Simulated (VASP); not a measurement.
A run of VASP 6.6.1:

Contents of INCAR:

```
PREC = Accurate ; ENCUT = 690
EDIFF = 1E-6 ; ISMEAR = -1
SIGMA = 0.1 ; LREAL = False
LASPH = True ; NELM = 200
ALGO = Normal ; ISIF = 2
LWAVE = False ; LCHARG = False
ISPIN = 2 ; MAGMOM = 0 3
LORBIT = 11 ; LMAXMIX = 4
GGA = PE ; NBANDS = 28
GGA_COMPAT = False
```

Contents of KPOINTS:

```
Automatic mesh
0
Gamma
  8 8 6
```

File POSCAR:

```
FePt
1.0
    2.7235000000      0.0000000000      0.0000000000
    0.0000000000      2.7235000000      0.0000000000
    0.0000000000      0.0000000000      3.7200000000
Pt Fe
1 1
Direct
    0.5000000000      0.5000000000      0.5000000000
    0.0000000000      0.0000000000      0.0000000000
```

Potentials or basis: VASP PAW PBE potentials, release 64 (Pt_sv_GW, Fe_sv).

The run is started by

```bash
$ cat potpaw_PBE.64/Pt_sv_GW/POTCAR potpaw_PBE.64/Fe_sv/POTCAR > POTCAR
$ mpirun -np 1 vasp_std > vasp.out
```

Hardware: 1 thread of Intel(R) Xeon(R) Platinum 8259CL CPU @ 2.50GHz (Skylake/Cascade Lake), with other jobs on the host.

How long does it take, and how much memory?

It took 79 s on 1 thread of Intel(R) Xeon(R) Platinum 8259CL CPU @ 2.50GHz (Skylake/Cascade Lake), with other jobs on the host, peak memory 0.25 GiB. Counts: scf iterations 15, k points 60.
